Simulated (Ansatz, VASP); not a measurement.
# Two plane-wave programs on TePtSe3

```
Te Pt Se
1.0
     3.81273    0.00000    0.00000
     0.00000    3.81273    0.00000
     0.00000    0.00000    9.55459
Te Pt Se
1 1 3
Direct
  0.00000 0.00000 0.50000
  0.00000 0.00000 0.00000
  0.50000 0.50000 0.50000
  0.50000 0.50000 0.88072
  0.50000 0.50000 0.11928
```

Alike in both runs: task relaxation of cell and atoms; functional PBE; k mesh 10 × 10 × 4; occupations gaussian, width 0.1 eV; no spin polarisation.

|  | VASP | Ansatz |
| --- | --- | --- |
| version | VASP 6.6.1 | Ansatz 0.2.0 |
| potentials or method | VASP PAW PBE potentials, release 64 (Te, Pt, Se), cutoff 600 eV | scalar-relativistic, plane waves, PAW |
| valence electrons in the cell | 34 | 82 |

Ansatz gave:

- gap on the k mesh at the Fermi level, each at its own relaxed structure (eV): none
- relaxed volume (Å³/atom): 27.98
- relaxed length of the cell vector where the two differ most in proportion (Å): 9.610

Q: Which values does VASP return?

A: gap on the k mesh at the Fermi level, each at its own relaxed structure (eV): none; relaxed volume (Å³/atom): 27.90; relaxed length of the cell vector where the two differ most in proportion (Å): 9.589.

A gap of «none» marks a metal or a gap that the smearing closes. VASP's potentials hold 34 valence electrons a cell and Ansatz's 82, so a difference there can come from the potentials and not from the codes.

Spin-orbit coupling is off throughout.
